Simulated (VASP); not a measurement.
# Si2W in VASP: a series of runs, part 2 of 2

VASP 6.6.1.

## 3. Electric field gradients, LDA (13.41 Å³/atom)

This run uses another cell than the first one, of 13.41 Å³/atom.

INCAR reads:

```
SYSTEM = Si2W
PREC = Accurate
ENCUT = 400
EDIFF = 1E-8
ISMEAR = -1
SIGMA = 0.05
LREAL = .False.
LASPH = .True.
NELM = 120
ALGO = Normal
ISIF = 2
LWAVE = .False.
LCHARG = .False.
LEFG = .True.
ISYM = 0
NBANDS = 18
GGA_COMPAT = .False.
```

KPOINTS reads:

```
regular mesh
0
Gamma
  11 11 14
  0 0 0
```

POSCAR reads:

```
Si2W
1.0
   -1.6006287224      1.6006287224      3.9268226440
    1.6006287224     -1.6006287224      3.9268226440
    1.6006287224      1.6006287224     -3.9268226440
Si W
2 1
Direct
    0.3330000000      0.3330000000      0.0000000000
    0.6670000000      0.6670000000      0.0000000000
    0.0000000000      0.0000000000      0.0000000000
```

Potentials or basis: VASP PAW LDA potentials, release 64 (Si, W_sv).

The run is started by

```bash
cat potpaw_LDA.64/Si/POTCAR potpaw_LDA.64/W_sv/POTCAR > POTCAR
mpirun -np 1 vasp_std > vasp.out
```

OUTCAR:

```text
SYSTEM = Si2W
   PREC = Accurate
   ENCUT = 400
   EDIFF = 1E-8
   ISMEAR = -1
   LREAL = .False.
   LASPH = .True.
   NELM = 120
   ISIF = 2
   ISYM = 0

 ion  position               nearest neighbor table
   1  0.333  0.333  0.000-   2 2.61   2 2.61   2 2.61   2 2.61   3 2.62   3 2.62   3 2.62   3 2.62
                             3 2.62   2 2.62
   2  0.667  0.667  0.000-   1 2.61   1 2.61   1 2.61   1 2.61   3 2.62   3 2.62   3 2.62   3 2.62
                             3 2.62   1 2.62
   3  0.000  0.000  0.000-   1 2.62   2 2.62   2 2.62   1 2.62   2 2.62   1 2.62   2 2.62   1 2.62
                             1 2.62   2 2.62

IMPORTANT INFORMATION: All symmetrisations will be switched off!
NOSYMM: (Re-)initialisation of all symmetry stuff for point group C_1.

----------------------------------------------------------------------------------------

                                     Primitive cell

  volume of cell :      40.2423

  direct lattice vectors                    reciprocal lattice vectors
    -1.600628722  1.600628722  3.926822644     0.000000000  0.312377251  0.127329407
     1.600628722 -1.600628722  3.926822644     0.312377251  0.000000000  0.127329407
     1.600628722  1.600628722 -3.926822644     0.312377251  0.312377251  0.000000000

  length of vectors
     4.532544615  4.532544615  4.532544615     0.337331180  0.337331180  0.441768145

  position of ions in fractional coordinates (direct lattice)
     0.333000000  0.333000000  0.000000000
     0.667000000  0.667000000  0.000000000
     0.000000000  0.000000000  0.000000000

  ion indices of the primitive-cell ions
   primitive index   ion index
                 1           1
                 2           2
                 3           3

----------------------------------------------------------------------------------------

 KPOINTS: regular mesh

Automatic generation of k-mesh.
 Grid dimensions read from file:
 generate k-points for:   11   11   14

 Generating k-lattice:

  Cartesian coordinates                     Fractional coordinates (reciprocal lattice)
     0.000000000  0.028397932  0.011575401     0.090909091  0.000000000  0.000000000
     0.028397932  0.000000000  0.011575401     0.000000000  0.090909091  0.000000000
     0.022312661  0.022312661  0.000000000     0.000000000  0.000000000  0.071428571

  Length of vectors
     0.030666471  0.030666471  0.031554867

  Shift w.r.t. Gamma in fractional coordinates (k-lattice)
     0.000000000  0.000000000  0.000000000

 -----------------------------------------------------------------------------
|                                                                             |
|           W    W    AA    RRRRR   N    N  II  N    N   GGGG   !!!           |
|           W    W   A  A   R    R  NN   N  II  NN   N  G    G  !!!           |
|           W    W  A    A  R    R  N N  N  II  N N  N  G       !!!           |
|           W WW W  AAAAAA  RRRRR   N  N N  II  N  N N  G  GGG   !            |
|           WW  WW  A    A  R   R   N   NN  II  N   NN  G    G                |
|           W    W  A    A  R    R  N    N  II  N    N   GGGG   !!!           |
|                                                                             |
|     Your reciprocal lattice and k-lattice belong to different lattice       |
[... 73 lines left out ...]
   NELECT =      22.0000    total number of electrons
   NUPDOWN=      -1.0000    fix difference up-down
   EMIN   =  10.00;   EMAX   =-10.00  energy-range for DOS
   EFERMI =   0.00;   METHOD = LEGACY
   ISMEAR =    -1;   SIGMA  =   0.05  broadening in eV -4-tet -1-fermi 0-gaus
   EFERMI_NEDOS =   21; number of points for ismear=-14 and -15
   IALGO  =     38    algorithm
   IMIX   =      4    mixing-type and parameters
     AMIX     =   0.40;   BMIX     =  1.00
     AMIX_MAG =   1.60;   BMIX_MAG =  1.00
  volume/ion in A,a.u.               =      13.41        90.52
  Fermi-wavevector in a.u.,A,eV,Ry     =   1.338613  2.529611 24.380056  1.791884
  Thomas-Fermi vector in A             =   2.467069
   LORBIT       =      0    0 simple, 1 ext, 2 COOP (PROOUT), +10 PAW based schemes
   GGA     = CA    functional components
   LHFCALC =     F    Hartree Fock is set to
   AEXX    =    0.0000 exact exchange contribution
   IVDW    =     0    specifies the selected vdW correction
   LEPSILON=     F    determine dielectric tensor
   LRPA    =     F    only Hartree local field effects (RPA)
 non-spin polarized calculation
  energy-cutoff  :      400.00
  volume of cell :       40.24
 maximum number of plane-waves:       761
 NGX is ok and might be reduce to    30
   NGX = 15   NGY = 15   NGZ = 15

 number of electron      22.0000000 magnetization

 Free energy of the ion-electron system (eV)
  ---------------------------------------------------
  ext. energy  EPLUGINS =         0.00000000
  ---------------------------------------------------
  free energy    TOTEN  =       -27.34186586 eV

  energy without entropy =      -27.33973784  energy(sigma->0) =      -27.34080185

 E-fermi :  11.9820     XC(G=0): -12.6713

 val. band max:       11.9784701863   @ k =  -0.2727   0.3636   0.4286
 cond. band min:      11.9858322562   @ k =   0.4545  -0.3636   0.3571
 fundamental gap:      0.0073620699
 Fermi energy:        11.9819582316

 k-point     1 :       0.0000    0.0000    0.0000
  band No.  band energies     occupation
      1     -61.4400      2.00000
      2     -25.9811      2.00000
      3     -25.9257      2.00000
      4     -25.9257      2.00000
      5      -2.0926      2.00000
      6       5.1400      2.00000
[... 481 lines left out ...]
      5       1.5043      2.00000
      6       3.2358      2.00000
[... 10 lines left out ...]
     17      19.1555      0.00000
     18      20.4246      0.00000

 [... further k-points ...]
[... 5 lines left out ...]
  --------------------------------------------------------------------------------------
  -------------------------------------------------------------------------------------
  Total       -0.8552868     -0.8552870     -1.5735347      0.0114078      0.0004713      0.0004713
  in kB      -34.0517841    -34.0517933    -62.6475974      0.4541818      0.0187648      0.0187657
  external PRESSURE =     -43.5837249 kB  Pullay stress =       0.0000000 kB

 VOLUME and BASIS-vectors are now :
 -----------------------------------------------------------------------------
  energy-cutoff  :      400.00
  volume of cell :       40.24
      direct lattice vectors                 reciprocal lattice vectors
    -1.600628722  1.600628722  3.926822644     0.000000000  0.312377251  0.127329407
     1.600628722 -1.600628722  3.926822644     0.312377251  0.000000000  0.127329407
     1.600628722  1.600628722 -3.926822644     0.312377251  0.312377251  0.000000000

 POSITION                                       TOTAL-FORCE (eV/Angst)
 -----------------------------------------------------------------------------------
      0.00000      0.00000      2.61526        -0.000491     -0.000491      0.296548
      0.00000      0.00000      5.23838         0.000491      0.000491     -0.296548
      0.00000      0.00000      0.00000         0.000000     -0.000000      0.000000
 -----------------------------------------------------------------------------------
    total drift:                                0.000000      0.000000      0.000000

  FREE ENERGIE OF THE ION-ELECTRON SYSTEM (eV)
  ---------------------------------------------------
  free  energy   TOTEN  =       -27.3418658573 eV

  energy  without entropy=      -27.3397378378  energy(sigma->0) =      -27.34080185

 Electric field gradients (V/A^2)
---------------------------------------------------------------------
 ion       V_xx      V_yy      V_zz      V_xy      V_xz      V_yz
---------------------------------------------------------------------
   1       4.784     4.784    -9.568     0.065    -0.001    -0.001
   2       4.784     4.784    -9.568     0.065    -0.001    -0.001
   3      65.695    65.695  -131.389     0.055     0.054     0.054
---------------------------------------------------------------------

 Electric field gradients after diagonalization (V/A^2)
 (convention: |V_zz| > |V_xx| > |V_yy|)
----------------------------------------------------------------------
 ion       V_xx      V_yy      V_zz     asymmetry (V_yy - V_xx)/ V_zz
----------------------------------------------------------------------
   1       4.849     4.719    -9.568       0.014
   2       4.849     4.719    -9.568       0.014
   3      65.750    65.640  -131.389       0.001
----------------------------------------------------------------------

           NMR quadrupolar parameters

 Cq : quadrupolar parameter    Cq=e*Q*V_zz/h
 eta: asymmetry parameters     (V_yy - V_xx)/ V_zz
 Q  : nuclear electric quadrupole moment in mb (millibarn)
----------------------------------------------------------------------
 ion       Cq(MHz)       eta       Q (mb)
----------------------------------------------------------------------
   1      -0.023       0.014       1.000
   2      -0.023       0.014       1.000
   3      -0.318       0.001       1.000
----------------------------------------------------------------------
```

OSZICAR:

```text
N       E                     dE             d eps       ncg     rms          rms(c)
DAV:   1     0.110840232020E+03    0.11084E+03   -0.93317E+03 30560   0.102E+03
DAV:   2    -0.243991479236E+02   -0.13524E+03   -0.13196E+03 35564   0.284E+02
DAV:   3    -0.281851872973E+02   -0.37860E+01   -0.37431E+01 38062   0.446E+01
DAV:   4    -0.282166601722E+02   -0.31473E-01   -0.31413E-01 36286   0.433E+00
DAV:   5    -0.282170020583E+02   -0.34189E-03   -0.34187E-03 36108   0.467E-01    0.255E+01
DAV:   6    -0.274656310954E+02    0.75137E+00   -0.33224E+00 32902   0.128E+01    0.883E+00
DAV:   7    -0.273689876866E+02    0.96643E-01   -0.26050E-01 32422   0.284E+00    0.462E+00
DAV:   8    -0.273426089166E+02    0.26379E-01   -0.50894E-02 34528   0.165E+00    0.301E-01
DAV:   9    -0.273420410158E+02    0.56790E-03   -0.11154E-03 35260   0.269E-01    0.180E-01
DAV:  10    -0.273418717503E+02    0.16927E-03   -0.27586E-04 36364   0.147E-01    0.407E-02
DAV:  11    -0.273418660626E+02    0.56877E-05   -0.36358E-05 34334   0.439E-02    0.195E-02
DAV:  12    -0.273418660493E+02    0.13279E-07   -0.17765E-06 35630   0.855E-03    0.531E-03
DAV:  13    -0.273418658572E+02    0.19215E-06   -0.51663E-07 34014   0.642E-03    0.932E-04
DAV:  14    -0.273418658573E+02   -0.13779E-09   -0.15301E-08 24764   0.111E-03
   1 F= -.27341866E+02 E0= -.27340802E+02  d E =-.212802E-02
```

stdout:

```text
POSCAR found type information on POSCAR SiW
 POSCAR found :  2 types and       3 ions
 scaLAPACK will be used
 LDA part: xc-table for (Slater(with rela. corr.)+CA(PZ))
 , standard interpolation
[... 27 lines left out ...]
     0.0000487    -0.0033807     0.0000750     0.8081737     0.0000749    -0.0000001
     0.0000670    -0.0033807     0.0000750     0.8081737     0.0000749    -0.0000001
     0.0000923    -0.0033807     0.0000750     0.8081737     0.0000749    -0.0000001
[... 23 lines left out ...]
     0.0000661    -0.0486874    -0.0487372   105.0805236    -0.0487373    -0.0000073
     0.0000910    -0.0486297    -0.0487283   105.0540699    -0.0487284    -0.0000073
     0.0001253    -0.0485389    -0.0487147   105.0143663    -0.0487148    -0.0000073
     0.0001726    -0.0483967    -0.0486939   104.9550718    -0.0486941    -0.0000073
```

Run time: 9.9 min. Hardware: 1 thread of AMD EPYC 9R14 (Zen 4), shared host; peak memory 0.44 GiB.

What came out:

```yaml
Free_energy: -27.3419 eV
Pressure: -4.4 GPa
Largest_force: 0.297 eV/Å
Band_gap_on_the_k_mesh: zero (bands 11 and 12 overlap by 1.27 eV)
Largest_electric_field_gradient_by_atom: Si -9.6; W -131.4 V/Å²
```

Forces on the atoms (eV/Å):
```
Si   0.000  0.000  0.297
Si   0.000  0.000 -0.297
W    0.000  0.000  0.000
```

Levels at points of the mesh, in eV from the Fermi level:
```tsv
k point	band 7	band 8	band 9	band 10	band 11	band 12	band 13	band 14	band 15	band 16
(0.00, 0.00, 0.00)	-3.80	-3.36	-2.87	-2.87	0.66	2.72	2.92	3.24	3.24	4.54
(0.00, 0.00, 0.50)	-5.99	-5.54	-5.05	-3.31	-1.60	2.67	2.95	3.11	3.77	4.42
```

Electric field gradients, principal values (V/Å²):
```csv
atom,least,middle,greatest (by size)
1 Si,4.719,4.849,-9.568
2 Si,4.719,4.849,-9.568
3 W,65.640,65.750,-131.389
```

Caveat: the cell stands under tension; without QUAD_EFG the Cq values of the log hold for a quadrupole moment of 1 mb, not for the nuclei; spin-orbit coupling is left out, which moves the levels of the heavy elements.

The gap in the log of VASP goes by the Fermi energy; the results here count the filled bands.